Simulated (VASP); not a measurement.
# Mg5Zn7O12 (an interface model) in VASP: settings compared

Aim: see how the results for Mg5Zn7O12 (an interface model) move with the level of theory and the settings. Levels: r2SCAN, PBEsol. Tasks: single point.

Everything below comes from runs of VASP 6.6.1. Logs are shortened: lines on timing, memory, paths and dates and some standing lists are left out, and cuts for length are marked.

## (1) The cell of the first run

The cell holds layers of an interface, 24 atoms: a = 3.016 Å, b = 3.016 Å, c = 25.371 Å, α = 90.00°, β = 90.00°, γ = 90.00°.

## (2) Single point, r2SCAN

POSCAR

```
Mg5Zn7O12
1.0
    2.1325600000      2.1325600000      0.0000000000
   -2.1325600000      2.1325600000      0.0000000000
    0.0000000000      0.0000000000     25.3709210000
O Mg Zn
12 5 7
Direct
    0.5000000000      0.5000000000      0.9994700000
    0.5000000000      0.5000000000      0.1641340000
    0.5000000000      0.5000000000      0.3287780000
    0.5000000000      0.5000000000      0.4960730000
    0.5000000000      0.5000000000      0.6641080000
    0.5000000000      0.5000000000      0.8321580000
    0.0000000000      0.0000000000      0.0815860000
    0.0000000000      0.0000000000      0.2466760000
    0.0000000000      0.0000000000      0.4121520000
    0.0000000000      0.0000000000      0.5800560000
    0.0000000000      0.0000000000      0.7481690000
    0.0000000000      0.0000000000      0.9160850000
    0.0000000000      0.0000000000      0.9985090000
    0.0000000000      0.0000000000      0.1641220000
    0.0000000000      0.0000000000      0.3297270000
    0.5000000000      0.5000000000      0.0817530000
    0.5000000000      0.5000000000      0.2464910000
    0.0000000000      0.0000000000      0.4959600000
    0.0000000000      0.0000000000      0.6640940000
    0.0000000000      0.0000000000      0.8322580000
    0.5000000000      0.5000000000      0.4125440000
    0.5000000000      0.5000000000      0.5800780000
    0.5000000000      0.5000000000      0.7481150000
    0.5000000000      0.5000000000      0.9156830000
```

INCAR.step1

```
PREC = Accurate ; ENCUT = 580
ISMEAR = -1 ; SIGMA = 0.05
LREAL = F ; LASPH = T
NELM = 120 ; NBANDS = 101
GGA = PE ; ALGO = Normal
EDIFF = 1E-5 ; LWAVE = T
LCHARG = F ; GGA_COMPAT = F
```

INCAR.step2

```
PREC = Accurate ; ENCUT = 580
EDIFF = 1E-6 ; ISMEAR = -1
SIGMA = 0.05 ; LREAL = F
LASPH = T ; NELM = 120
ALGO = Normal ; ISIF = 2
LWAVE = F ; LCHARG = F
METAGGA = R2SCAN ; LMIXTAU = T
NBANDS = 101 ; ISTART = 1
GGA_COMPAT = F
```

KPOINTS

```
Automatic mesh
0
Gamma
  4 4 1
```

Potentials or basis: VASP PAW PBE potentials, release 64 (O, Mg, Zn).

The run is started by

```bash
> cat potpaw_PBE.64/O/POTCAR potpaw_PBE.64/Mg/POTCAR potpaw_PBE.64/Zn/POTCAR > POTCAR
> cp INCAR.step1 INCAR
> mpirun -np 1 vasp_std > vasp.out
> cp INCAR.step2 INCAR
> mpirun -np 1 vasp_std > vasp.out
```

OUTCAR:

```text
PREC = Accurate
   ENCUT = 580
   EDIFF = 1E-6
   ISMEAR = -1
   LREAL = F
   LASPH = T
   NELM = 120
   ISIF = 2
   METAGGA = R2SCAN
   ISTART = 1

 ion  position               nearest neighbor table
   1  0.500  0.500  0.999-  16 2.09  24 2.13  13 2.13  13 2.13  13 2.13  13 2.13
   2  0.500  0.500  0.164-  17 2.09  16 2.09  14 2.13  14 2.13  14 2.13  14 2.13
   3  0.500  0.500  0.329-  17 2.09  21 2.13  15 2.13  15 2.13  15 2.13  15 2.13
   4  0.500  0.500  0.496-  21 2.12  22 2.13  18 2.13  18 2.13  18 2.13  18 2.13
   5  0.500  0.500  0.664-  23 2.13  22 2.13  19 2.13  19 2.13  19 2.13  19 2.13
   6  0.500  0.500  0.832-  24 2.12  23 2.13  20 2.13  20 2.13  20 2.13  20 2.13
   7  0.000  0.000  0.082-  14 2.09  13 2.11  16 2.13  16 2.13  16 2.13  16 2.13
   8  0.000  0.000  0.247-  14 2.09  15 2.11  17 2.13  17 2.13  17 2.13  17 2.13
   9  0.000  0.000  0.412-  15 2.09  18 2.13  21 2.13  21 2.13  21 2.13  21 2.13
  10  0.000  0.000  0.580-  19 2.13  22 2.13  22 2.13  22 2.13  22 2.13  18 2.13
  11  0.000  0.000  0.748-  23 2.13  23 2.13  23 2.13  23 2.13  19 2.13  20 2.13
  12  0.000  0.000  0.916-  13 2.09  20 2.13  24 2.13  24 2.13  24 2.13  24 2.13
  13  0.000  0.000  0.999-  12 2.09   7 2.11   1 2.13   1 2.13   1 2.13   1 2.13  24 2.99  24 2.99
                            24 2.99  24 2.99  16 3.00  16 3.00  16 3.00  16 3.00
  14  0.000  0.000  0.164-   7 2.09   8 2.09   2 2.13   2 2.13   2 2.13   2 2.13  16 2.99  17 2.99
                            17 2.99  16 2.99  17 2.99  16 2.99  16 2.99  17 2.99
  15  0.000  0.000  0.330-   9 2.09   8 2.11   3 2.13   3 2.13   3 2.13   3 2.13  21 2.99  21 2.99
[... 5 lines left out ...]
  18  0.000  0.000  0.496-   9 2.13   4 2.13   4 2.13   4 2.13   4 2.13  10 2.13  21 3.00  21 3.00
                            21 3.00  21 3.00  22 3.02  22 3.02  22 3.02  22 3.02
  19  0.000  0.000  0.664-  10 2.13   5 2.13   5 2.13   5 2.13   5 2.13  11 2.13  22 3.02  22 3.02
                            22 3.02  22 3.02  23 3.02  23 3.02  23 3.02  23 3.02
  20  0.000  0.000  0.832-  12 2.13   6 2.13   6 2.13   6 2.13   6 2.13  11 2.13  24 3.00  24 3.00
                            24 3.00  24 3.00  23 3.02  23 3.02  23 3.02  23 3.02
  21  0.500  0.500  0.413-   4 2.12   3 2.13   9 2.13   9 2.13   9 2.13   9 2.13  15 2.99  15 2.99
                            15 2.99  15 2.99  18 3.00  18 3.00  18 3.00  18 3.00
  22  0.500  0.500  0.580-   4 2.13   5 2.13  10 2.13  10 2.13  10 2.13  10 2.13  19 3.02  19 3.02
                            19 3.02  19 3.02  18 3.02  18 3.02  18 3.02  18 3.02
  23  0.500  0.500  0.748-   5 2.13   6 2.13  11 2.13  11 2.13  11 2.13  11 2.13  19 3.02  19 3.02
                            19 3.02  19 3.02  20 3.02  20 3.02  20 3.02  20 3.02
  24  0.500  0.500  0.916-   6 2.12   1 2.13  12 2.13  12 2.13  12 2.13  12 2.13  13 2.99  13 2.99
                            13 2.99  13 2.99  20 3.00  20 3.00  20 3.00  20 3.00

  LATTYP: Found a simple tetragonal cell.
 ALAT       =     3.0158952746
 C/A-ratio  =     8.4124011911

  Lattice vectors:

 A1 = (   2.1325600000,   2.1325600000,   0.0000000000)
 A2 = (  -2.1325600000,   2.1325600000,   0.0000000000)
 A3 = (   0.0000000000,   0.0000000000,  25.3709210000)

Analysis of symmetry for initial positions (statically):
=====================================================================
 Subroutine PRICEL returns:
 Original cell was already a primitive cell.

 Routine SETGRP: Setting up the symmetry group for a
 simple tetragonal supercell.

 Subroutine GETGRP returns: Found  8 space group operations
 (whereof  8 operations were pure point group operations)
 out of a pool of 16 trial point group operations.

The static configuration has the point symmetry C_4v.

Analysis of symmetry for dynamics (positions and initial velocities):
=====================================================================
 Subroutine PRICEL returns:
 Original cell was already a primitive cell.

 Routine SETGRP: Setting up the symmetry group for a
 simple tetragonal supercell.

 Subroutine GETGRP returns: Found  8 space group operations
 (whereof  8 operations were pure point group operations)
 out of a pool of 16 trial point group operations.

The dynamic configuration has the point symmetry C_4v.

 Subroutine INISYM returns: Found  8 space group operations
 (whereof  8 operations are pure point group operations),
 and found     1 'primitive' translations

----------------------------------------------------------------------------------------

                                     Primitive cell

  volume of cell :     230.7644

  direct lattice vectors                    reciprocal lattice vectors
[... 61 lines left out ...]

 KPOINTS: Automatic mesh

Automatic generation of k-mesh.
 Grid dimensions read from file:
 generate k-points for:    4    4    1

 Generating k-lattice:

  Cartesian coordinates                     Fractional coordinates (reciprocal lattice)
[... 30 lines left out ...]
   NGXF,Y,Z  is equivalent  to a cutoff of  26.46, 26.46, 26.21 a.u.
 SYSTEM =  unknown system
   PREC   = accura    normal or accurate (medium, high low for compatibility)
   ISTART =      1    job   : 0-new  1-cont  2-samecut
   ICHARG =      0    charge: 1-file 2-atom 10-const
   ISPIN  =      1    spin polarized calculation?
   LNONCOLLINEAR =      F non collinear calculations
   LSORBIT =      F    spin-orbit coupling
   LASPH  =      T    aspherical Exc in radial PAW
   ENCUT  =  580.0 eV  42.63 Ry    6.53 a.u.   5.92  5.92 49.82*2*pi/ulx,y,z
   NELM   =    120;   NELMIN=  2; NELMDL=  0     # of ELM steps
   EDIFF  = 0.1E-05   stopping-criterion for ELM
   LREAL  =      F    real-space projection
   EDIFFG = 0.1E-04   stopping-criterion for IOM
   NSW    =      0    number of steps for IOM
   IBRION =     -1    ionic relax: 0-MD 1-quasi-New 2-CG
   NFREE  =      0    steps in history (QN), initial steepest desc. (CG)
   ISIF   =      2    stress and relaxation
   ISYM   =      2    0-nonsym 1-usesym 2-fastsym
   POTIM  = 0.5000    time-step for ionic-motion
   TEBEG  =    0.0;   TEEND  =   0.0 temperature during run
   PSTRESS=    0.0 pullay stress
   NELECT =     166.0000    total number of electrons
   NUPDOWN=      -1.0000    fix difference up-down
   EMIN   =  10.00;   EMAX   =-10.00  energy-range for DOS
   EFERMI =   0.00;   METHOD = LEGACY
   ISMEAR =    -1;   SIGMA  =   0.05  broadening in eV -4-tet -1-fermi 0-gaus
   EFERMI_NEDOS =   21; number of points for ismear=-14 and -15
   IALGO  =     38    algorithm
   IMIX   =      4    mixing-type and parameters
     AMIX     =   0.40;   BMIX     =  1.00
     AMIX_MAG =   1.60;   BMIX_MAG =  1.00
  volume/ion in A,a.u.               =       9.62        64.89
  Fermi-wavevector in a.u.,A,eV,Ry     =   1.466858  2.771959 29.275263  2.151671
  Thomas-Fermi vector in A             =   2.582545
   LORBIT       =      0    0 simple, 1 ext, 2 COOP (PROOUT), +10 PAW based schemes
   METAGGA = R2SCAN    functional components
   LHFCALC =     F    Hartree Fock is set to
   AEXX    =    0.0000 exact exchange contribution
   IVDW    =     0    specifies the selected vdW correction
   LEPSILON=     F    determine dielectric tensor
   LRPA    =     F    only Hartree local field effects (RPA)
 non-spin polarized calculation
  energy-cutoff  :      580.00
  volume of cell :      230.76
 maximum number of plane-waves:      7384
 NGX is ok and might be reduce to    24
   NGX = 11   NGY = 11   NGZ = 99

 number of electron     166.0000123 magnetization

 Free energy of the ion-electron system (eV)
  ---------------------------------------------------
  ext. energy  EPLUGINS =         0.00000000
  ---------------------------------------------------
  free energy    TOTEN  =      -206.35912819 eV

  energy without entropy =     -206.35912818  energy(sigma->0) =     -206.35912819

 E-fermi :   3.9880     XC(G=0): -12.4657

 val. band max:        2.9561331670   @ k =   0.5000   0.0000   0.0000
 cond. band min:       4.9241511490   @ k =   0.0000   0.0000   0.0000
 fundamental gap:      1.9680179820
 Fermi energy:         3.9880445782

 k-point     1 :       0.0000    0.0000    0.0000
  band No.  band energies     occupation
      1     -16.6151      2.00000
      2     -16.4929      2.00000
      3     -16.3021      2.00000
      4     -16.0643      2.00000
      5     -16.0103      2.00000
      6     -15.7268      2.00000
[... 577 lines left out ...]
     94      13.2491      0.00000
     95      13.2491      0.00000
 [bands above 95 left out]

------------------------ aborting loop because EDIFF is reached ----------------------------------------

  FORCE on cell =-STRESS in cart. coord.  units (eV):
  Direction    XX          YY          ZZ          XY          YZ          ZX
  --------------------------------------------------------------------------------------
  -------------------------------------------------------------------------------------
  Total       -1.7654235     -1.7654235     -0.4611510      0.0000000     -0.0000000      0.0000000
  in kB      -12.2571852    -12.2571852     -3.2017319      0.0000000     -0.0000000      0.0000000
  external PRESSURE =      -9.2387007 kB  Pullay stress =       0.0000000 kB

 VOLUME and BASIS-vectors are now :
 -----------------------------------------------------------------------------
  energy-cutoff  :      580.00
  volume of cell :      230.76
      direct lattice vectors                 reciprocal lattice vectors
     2.132560000  2.132560000  0.000000000     0.234459992  0.234459992  0.000000000
    -2.132560000  2.132560000  0.000000000    -0.234459992  0.234459992  0.000000000
     0.000000000  0.000000000 25.370921000     0.000000000  0.000000000  0.039415203

 POSITION                                       TOTAL-FORCE (eV/Angst)
 -----------------------------------------------------------------------------------
      0.00000      2.13256     25.35747        -0.000000     -0.000000      0.074366
      0.00000      2.13256      4.16423        -0.000000      0.000000     -0.000703
      0.00000      2.13256      8.34140        -0.000000     -0.000000     -0.068147
      0.00000      2.13256     12.58583        -0.000000     -0.000000      0.004172
      0.00000      2.13256     16.84903         0.000000      0.000000      0.001066
      0.00000      2.13256     21.11261        -0.000000     -0.000000     -0.002051
[... 16 lines left out ...]
      0.00000      2.13256     18.98037        -0.000000     -0.000000     -0.041139
      0.00000      2.13256     23.23172        -0.000000      0.000000     -0.034310
 -----------------------------------------------------------------------------------
    total drift:                                0.000000     -0.000000     -0.056755

  FREE ENERGIE OF THE ION-ELECTRON SYSTEM (eV)
  ---------------------------------------------------
  free  energy   TOTEN  =      -206.3591281859 eV

  energy  without entropy=     -206.3591281841  energy(sigma->0) =     -206.35912819
```

It took 26 min on 1 thread of Oxide Virtual Turin-like, shared host; peak memory 0.42 GiB.

Results:

```yaml
Free_energy: -206.3591 eV
Pressure: -0.9 GPa
Largest_force: 0.120 eV/Å
Band_gap_on_the_k_mesh: 1.97 eV (least direct gap 2.99 eV)
```

Forces in eV/Å, atoms in the order of the input:
```
O    0.000  0.000  0.074
O    0.000  0.000 -0.001
O    0.000  0.000 -0.068
O    0.000  0.000  0.004
O    0.000  0.000  0.001
O    0.000  0.000 -0.002
O    0.000  0.000  0.005
O    0.000  0.000  0.003
O    0.000  0.000 -0.116
O    0.000  0.000 -0.001
O    0.000  0.000  0.000
O    0.000  0.000  0.120
Mg   0.000  0.000  0.045
Mg   0.000  0.000  0.005
Mg   0.000  0.000 -0.037
Mg   0.000  0.000  0.003
Mg   0.000  0.000  0.009
Zn   0.000  0.000 -0.010
Zn   0.000  0.000  0.038
Zn   0.000  0.000  0.018
Zn   0.000  0.000 -0.011
Zn   0.000  0.000 -0.005
Zn   0.000  0.000 -0.041
Zn   0.000  0.000 -0.034
```

Caveat: the k points lie up to 0.52 Å⁻¹ apart; the PAW data sets were made with another functional, which shifts forces and pressure a little.

## (3) Single point, PBEsol

INCAR

```
  ALGO = Normal
  EDIFF = 1E-6
  ENCUT = 520
  GGA = PS
  GGA_COMPAT = F
  ISIF = 2
  ISMEAR = -1
  LASPH = T
  LCHARG = F
  LREAL = F
  LWAVE = F
  NBANDS = 101
  NELM = 120
  PREC = Accurate
  SIGMA = 0.05
```

KPOINTS

```
k-points
0
Gamma
  6 6 1
```

POSCAR: that of step 2 with these lines changed.

```diff
@@ -4,3 +4,3 @@
    -2.1325600000      2.1325600000      0.0000000000
-    0.0000000000      0.0000000000     25.3709210000
+    0.0000000000      0.0000000000     25.3709211134
 O Mg Zn
```

Potentials or basis: VASP PAW PBE potentials, release 64 (O, Mg, Zn).

The run is started by

```bash
> cat potpaw_PBE.64/O/POTCAR potpaw_PBE.64/Mg/POTCAR potpaw_PBE.64/Zn/POTCAR > POTCAR
> mpirun -np 1 vasp_std > vasp.out
```

It took 11 min on 1 thread of Oxide Virtual Turin-like, shared host; peak memory 0.39 GiB.

It converged, with:

```yaml
Free_energy: -128.9523 eV
Pressure: -0.4 GPa
Largest_force: 0.049 eV/Å
Band_gap_on_the_k_mesh: 1.29 eV (least direct gap 2.28 eV)
```

Forces in eV/Å, atoms in the order of the input:
```
O    0.000  0.000  0.047
O    0.000  0.000 -0.002
O    0.000  0.000 -0.046
O    0.000  0.000  0.000
O    0.000  0.000 -0.002
O    0.000  0.000 -0.001
O    0.000  0.000  0.001
O    0.000  0.000 -0.003
O    0.000  0.000 -0.048
O    0.000  0.000 -0.004
O    0.000  0.000 -0.001
O    0.000  0.000  0.049
Mg   0.000  0.000  0.002
Mg   0.000  0.000  0.002
Mg   0.000  0.000 -0.001
Mg   0.000  0.000  0.000
Mg   0.000  0.000  0.002
Zn   0.000  0.000  0.006
Zn   0.000  0.000  0.003
Zn   0.000  0.000 -0.006
Zn   0.000  0.000 -0.007
Zn   0.000  0.000  0.003
Zn   0.000  0.000  0.003
Zn   0.000  0.000  0.006
```

Stress tensor (GPa, compression positive):
```
-0.86  0.00  0.00
 0.00 -0.86  0.00
 0.00  0.00  0.47
```

Levels at points of the mesh, in eV from the valence-band top:
```
           k point  band 81  band 82  band 83  band 84  band 85  band 86
(0.00, 0.00, 0.00)    -1.20    -0.99    -0.99     1.29     2.26     3.11
(0.50, 0.00, 0.00)    -0.05     0.00     0.00     5.46     5.47     5.87
(0.50, 0.50, 0.00)    -2.27    -2.19    -2.17     4.37     4.48     4.94
```

Caveat: the PAW data sets were made with another functional, which shifts forces and pressure a little.

## (4) Single point, PBEsol

INCAR

```
PREC = Accurate
ENCUT = 520
EDIFF = 1E-6
ISMEAR = -1
SIGMA = 0.05
LREAL = F
LASPH = T
NELM = 120
ALGO = Normal
ISIF = 2
LWAVE = F
LCHARG = F
GGA = PS
NBANDS = 101
GGA_COMPAT = F
```

KPOINTS

```
Automatic mesh
0
Gamma
  6 6 1
```

POSCAR

```
Mg5Zn7O12
1.0
    2.1325600000      2.1325600000      0.0000000000
   -2.1325600000      2.1325600000      0.0000000000
    0.0000000000      0.0000000000     25.3688370000
O Mg Zn
12 5 7
Direct
    0.5000000000      0.5000000000      0.0000000000
    0.5000000000      0.5000000000      0.1646260000
    0.5000000000      0.5000000000      0.3292520000
    0.5000000000      0.5000000000      0.4956270000
    0.5000000000      0.5000000000      0.6637510000
    0.5000000000      0.5000000000      0.8318760000
    0.0000000000      0.0000000000      0.0823130000
    0.0000000000      0.0000000000      0.2469390000
    0.0000000000      0.0000000000      0.4115650000
    0.0000000000      0.0000000000      0.5796890000
    0.0000000000      0.0000000000      0.7478130000
    0.0000000000      0.0000000000      0.9159380000
    0.0000000000      0.0000000000      0.0000000000
    0.0000000000      0.0000000000      0.1646260000
    0.0000000000      0.0000000000      0.3292520000
    0.5000000000      0.5000000000      0.0823130000
    0.5000000000      0.5000000000      0.2469390000
    0.0000000000      0.0000000000      0.4956270000
    0.0000000000      0.0000000000      0.6637510000
    0.0000000000      0.0000000000      0.8318760000
    0.5000000000      0.5000000000      0.4115650000
    0.5000000000      0.5000000000      0.5796890000
    0.5000000000      0.5000000000      0.7478130000
    0.5000000000      0.5000000000      0.9159380000
```

The run is started by

```bash
> cat potpaw_PBE.64/O/POTCAR potpaw_PBE.64/Mg/POTCAR potpaw_PBE.64/Zn/POTCAR > POTCAR
> mpirun -np 1 vasp_std > vasp.out
```

Wall time 9.3 min (1 thread of Oxide Virtual Turin-like, shared host); peak memory 0.38 GiB.

The run converged. Its results:

```
Free energy            : -128.9389 eV
Pressure               : -0.4 GPa
Largest force          : 0.428 eV/Å
Band gap on the k mesh : 1.26 eV (least direct gap 2.53 eV)
```

Forces on the atoms (eV/Å):
```
O    0.000  0.000  0.226
O    0.000  0.000  0.006
O    0.000  0.000 -0.428
O    0.000  0.000 -0.033
O    0.000  0.000  0.003
O    0.000  0.000  0.037
O    0.000  0.000  0.023
O    0.000  0.000 -0.014
O    0.000  0.000 -0.069
O    0.000  0.000  0.003
O    0.000  0.000  0.005
O    0.000  0.000  0.244
Mg   0.000  0.000 -0.410
Mg   0.000  0.000 -0.005
Mg   0.000  0.000  0.264
Mg   0.000  0.000  0.015
Mg   0.000  0.000 -0.025
Zn   0.000  0.000 -0.031
Zn   0.000  0.000 -0.004
Zn   0.000  0.000  0.021
Zn   0.000  0.000  0.271
Zn   0.000  0.000 -0.001
Zn   0.000  0.000 -0.005
Zn   0.000  0.000 -0.093
```

Stress tensor (GPa, compression positive):
```
-0.88  0.00  0.00
 0.00 -0.88  0.00
 0.00  0.00  0.60
```

Levels at points of the mesh, in eV from the valence-band top:
```csv
k point,band 81,band 82,band 83,band 84,band 85,band 86
"(0.00, 0.00, 0.00)",-1.36,-1.27,-1.27,1.26,2.21,3.00
"(0.50, 0.00, 0.00)",-0.05,-0.01,0.00,5.45,5.47,5.83
"(0.50, 0.50, 0.00)",-2.32,-2.20,-2.19,4.35,4.47,4.90
```

Caveat: the PAW data sets were made with another functional, which shifts forces and pressure a little.

## (5) The runs side by side

```csv
level,cell,k mesh,cutoff (eV),gap on the mesh (eV),pressure (GPa),largest force (eV/Å)
r2SCAN,"a = 3.016, b = 3.016, c = 25.371 Å, 24 atoms, atomic positions A",4 × 4 × 1,580,1.97,-0.9,0.12
PBEsol,"a = 3.016, b = 3.016, c = 25.371 Å, 24 atoms, atomic positions A",6 × 6 × 1,520,1.29,-0.4,0.05
PBEsol,"a = 3.016, b = 3.016, c = 25.369 Å, 24 atoms, atomic positions B",6 × 6 × 1,520,1.26,-0.4,0.43
```

Alike in all rows: task single point; potentials or basis VASP PAW PBE potentials, release 64 (O, Mg, Zn); no spin polarisation; smearing fermi-dirac 0.05 eV.

Caveats: some runs use coarse meshes; the PAW data sets were made with another functional, which shifts forces and pressure a little.

Total energies depend on the potentials used, so only differences within one code and one set of settings carry meaning.
